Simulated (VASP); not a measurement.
# NaCl: single point with RPBE

NaCl:

```
Na Cl
1.0
     0.00000    2.92078    2.92078
     2.92078    0.00000    2.92078
     2.92078    2.92078    0.00000
Na Cl
1 1
Cartesian
  0.0000 0.0000 0.0000
  2.9208 2.9208 2.9208
```

```json
{"Program": "VASP 6.6.1", "Task": "single point", "Functional": "RPBE", "Potentials or basis": "VASP PAW PBE potentials, release 64 (Na_pv, Cl)", "Cutoff": "520 eV", "k mesh": "5 × 5 × 5", "Occupations": "gaussian, width 0.01 eV", "Spin": "no spin polarisation", "Dipole correction": "no", "Further INCAR settings": "ALGO = Normal; EDIFF = 1e-06; NBANDS = 14"}
```

```yaml
Pressure: 0.0 GPa
Band_gap_on_the_k_mesh: 5.05 eV, direct
```

Levels at points of the mesh, in eV from the valence-band top:
| k point | band 4 | band 5 | band 6 | band 7 | band 8 | band 9 | band 10 | band 11 |
| --- | --- | --- | --- | --- | --- | --- | --- | --- |
| (0.00, 0.00, 0.00) | -12.43 | 0.00 | 0.00 | 0.00 | 5.05 | 11.17 | 11.17 | 11.17 |

Wall time 6.2 s on 1 thread of Intel(R) Xeon(R) Platinum 8375C CPU @ 2.90GHz (Ice Lake), on a shared host, peak memory 0.16 GiB.

Caveat: the PAW data sets were made with another functional, which shifts forces and pressure a little. RPBE gaps usually lie below the measured ones, often by a third to a half.
